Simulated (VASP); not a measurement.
Runs of VASP 6.6.1 on Re. The structure is that of space group Im-3m (No. 229), or close to it. The cells are those of the table. 

```csv
cell,gap on the mesh (eV),pressure (GPa)
"a = 2.648, b = 2.648, c = 3.071 Å, angles 54.6, 54.6, 70.9°, 1 atom",none,21.6
"a = 2.618, b = 2.618, c = 2.985 Å, angles 55.3, 55.3, 69.5°, 1 atom",none,38.6
"a = 2.618, b = 2.618, c = 3.036 Å, angles 54.6, 54.6, 70.9°, 1 atom",none,(a)
"a = 2.620, b = 2.620, c = 3.089 Å, angles 53.9, 53.9, 72.2°, 1 atom",none,38.9
```

Alike in all rows: task single point; level PBE; potentials or basis VASP PAW PBE potentials, release 64 (Re); no spin polarisation; k mesh 10 × 10 × 10; cutoff (eV) 520; smearing gaussian 0.15 eV.

Task: Estimate the missing entries.

Result: (a) 38.4.

Caveats: the cell stands under pressure; spin-orbit coupling is left out, which moves the levels of the heavy elements.

A k mesh can miss the band edges, and the runs leave out spin-orbit coupling on Re.

A gap of «none» marks levels without a gap at the run's occupations.
